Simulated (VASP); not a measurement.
# SrMg (Pm-3m) in VASP: a series of runs, part 2 of 2

VASP 6.6.1.

### Step 3. Electric field gradients, LDA (volume scaled by 0.99)

Contents of INCAR:

```
SYSTEM = SrMg
PREC = Accurate
ENCUT = 520
EDIFF = 1E-8
ISMEAR = -1
SIGMA = 0.05
LREAL = .False.
LASPH = .True.
NELM = 100
ALGO = Normal
ISIF = 2
LWAVE = .False.
LCHARG = .False.
GGA = CA
LEFG = .True.
NBANDS = 13
```

Contents of KPOINTS:

```
regular mesh
0
Gamma
  9 9 9
  0 0 0
```

Contents of POSCAR:

```
SrMg
1.0
    3.8869564243      0.0000000000      0.0000000000
    0.0000000000      3.8869564243      0.0000000000
    0.0000000000      0.0000000000      3.8869564243
Sr Mg
1 1
Direct
    0.5000000000      0.5000000000      0.5000000000
    0.0000000000      0.0000000000      0.0000000000
```

Potentials or basis: VASP PAW LDA potentials, release 64 (Sr_sv, Mg).

The run is started by

```bash
$ cat potpaw_LDA.64/Sr_sv/POTCAR potpaw_LDA.64/Mg/POTCAR > POTCAR
$ mpirun -np 1 vasp_std > vasp.out
```

OUTCAR:

```text
SYSTEM = SrMg
   PREC = Accurate
   ENCUT = 520
   EDIFF = 1E-8
   ISMEAR = -1
   LREAL = .False.
   LASPH = .True.
   NELM = 100
   ISIF = 2
   GGA = CA

 ion  position               nearest neighbor table
   1  0.500  0.500  0.500-   2 3.37   2 3.37   2 3.37   2 3.37   2 3.37   2 3.37   2 3.37   2 3.37

   2  0.000  0.000  0.000-   1 3.37   1 3.37   1 3.37   1 3.37   1 3.37   1 3.37   1 3.37   1 3.37

  LATTYP: Found a simple cubic cell.
 ALAT       =     3.8869564243

  Lattice vectors:

 A1 = (   3.8869564243,   0.0000000000,   0.0000000000)
 A2 = (   0.0000000000,   3.8869564243,   0.0000000000)
 A3 = (   0.0000000000,   0.0000000000,   3.8869564243)

Analysis of symmetry for initial positions (statically):
=====================================================================
 Subroutine PRICEL returns:
 Original cell was already a primitive cell.

 Routine SETGRP: Setting up the symmetry group for a
 simple cubic supercell.

 Subroutine GETGRP returns: Found 48 space group operations
 (whereof 48 operations were pure point group operations)
 out of a pool of 48 trial point group operations.

The static configuration has the point symmetry O_h .

Analysis of symmetry for dynamics (positions and initial velocities):
=====================================================================
 Subroutine PRICEL returns:
 Original cell was already a primitive cell.

 Routine SETGRP: Setting up the symmetry group for a
 simple cubic supercell.

 Subroutine GETGRP returns: Found 48 space group operations
 (whereof 48 operations were pure point group operations)
 out of a pool of 48 trial point group operations.

The dynamic configuration has the point symmetry O_h .

[... 167 lines left out ...]
     13       7.7560      0.00000
[... 354 lines left out ...]
  band No.  band energies     occupation
      1     -32.6900      2.00000
      2     -15.0378      2.00000
      3     -14.9638      2.00000
      4     -14.7579      2.00000
      5       0.1836      2.00000
      6       1.8028      2.00000
      7       3.0261      0.00141
      8       4.3133      0.00000
      9       5.6277      0.00000
     10       6.0384      0.00000
     11       8.6962      0.00000
     12       9.1139      0.00000
     13       9.4589      0.00000

 [... further k-points ...]
[... 5 lines left out ...]
  --------------------------------------------------------------------------------------
  -------------------------------------------------------------------------------------
  Total        1.3349159      1.3349159      1.3349159      0.0000000     -0.0000000      0.0000000
  in kB       36.4196260     36.4196260     36.4196260      0.0000000     -0.0000000      0.0000000
  external PRESSURE =      36.4196260 kB  Pullay stress =       0.0000000 kB

 VOLUME and BASIS-vectors are now :
 -----------------------------------------------------------------------------
  energy-cutoff  :      520.00
  volume of cell :       58.73
      direct lattice vectors                 reciprocal lattice vectors
     3.886956424  0.000000000  0.000000000     0.257270700  0.000000000  0.000000000
     0.000000000  3.886956424  0.000000000     0.000000000  0.257270700  0.000000000
     0.000000000  0.000000000  3.886956424     0.000000000  0.000000000  0.257270700

 POSITION                                       TOTAL-FORCE (eV/Angst)
 -----------------------------------------------------------------------------------
      1.94348      1.94348      1.94348         0.000000      0.000000      0.000000
      0.00000      0.00000      0.00000         0.000000      0.000000      0.000000
 -----------------------------------------------------------------------------------
    total drift:                                0.000000      0.000000      0.000000

  FREE ENERGIE OF THE ION-ELECTRON SYSTEM (eV)
  ---------------------------------------------------
  free  energy   TOTEN  =        -3.8359774017 eV

  energy  without entropy=       -3.8245389799  energy(sigma->0) =       -3.83025819

 Electric field gradients (V/A^2)
---------------------------------------------------------------------
 ion       V_xx      V_yy      V_zz      V_xy      V_xz      V_yz
---------------------------------------------------------------------
   1       0.000     0.000     0.000    -0.000    -0.000    -0.000
   2      -0.000    -0.000     0.000     0.000     0.000     0.000
---------------------------------------------------------------------

 Electric field gradients after diagonalization (V/A^2)
 (convention: |V_zz| > |V_xx| > |V_yy|)
----------------------------------------------------------------------
 ion       V_xx      V_yy      V_zz     asymmetry (V_yy - V_xx)/ V_zz
----------------------------------------------------------------------
   1       0.000     0.000     0.000      -0.717
   2      -0.000    -0.000     0.000       0.022
----------------------------------------------------------------------

           NMR quadrupolar parameters

 Cq : quadrupolar parameter    Cq=e*Q*V_zz/h
 eta: asymmetry parameters     (V_yy - V_xx)/ V_zz
 Q  : nuclear electric quadrupole moment in mb (millibarn)
----------------------------------------------------------------------
 ion       Cq(MHz)       eta       Q (mb)
----------------------------------------------------------------------
   1       0.000      -0.717       1.000
   2       0.000       0.022       1.000
----------------------------------------------------------------------
```

stdout:

```text
POSCAR found type information on POSCAR SrMg
 POSCAR found :  2 types and       2 ions
 scaLAPACK will be used
 LDA part: xc-table for (Slater(with rela. corr.)+CA(PZ))
 , standard interpolation
 POSCAR, INCAR and KPOINTS ok, starting setup
 FFT: planning ... GRIDC
 FFT: planning ... GRID_SOFT
 FFT: planning ... GRID
 WAVECAR not read
 entering main loop
ion   1

ion   2
```

Wall time 24 s (1 thread of AMD EPYC 7R13 (Zen 3), shared host); peak memory 0.13 GiB.

What came out:

```
Free energy            : -3.8360 eV
Pressure               : 3.6 GPa
Band gap on the k mesh : zero (band 6 reaches 3.27 eV, above the bottom of band 7 at 1.89 eV)
```

Levels at points of the mesh, in eV from the Fermi level:
```tsv
k point	band 2	band 3	band 4	band 5	band 6	band 7	band 8	band 9	band 10	band 11
(0.00, 0.00, 0.00)	-17.44	-17.44	-17.44	-5.28	0.59	0.59	4.49	4.49	4.49	5.09
```

Caveat: without QUAD_EFG the Cq values of the log hold for a quadrupole moment of 1 mb, not for the nuclei.
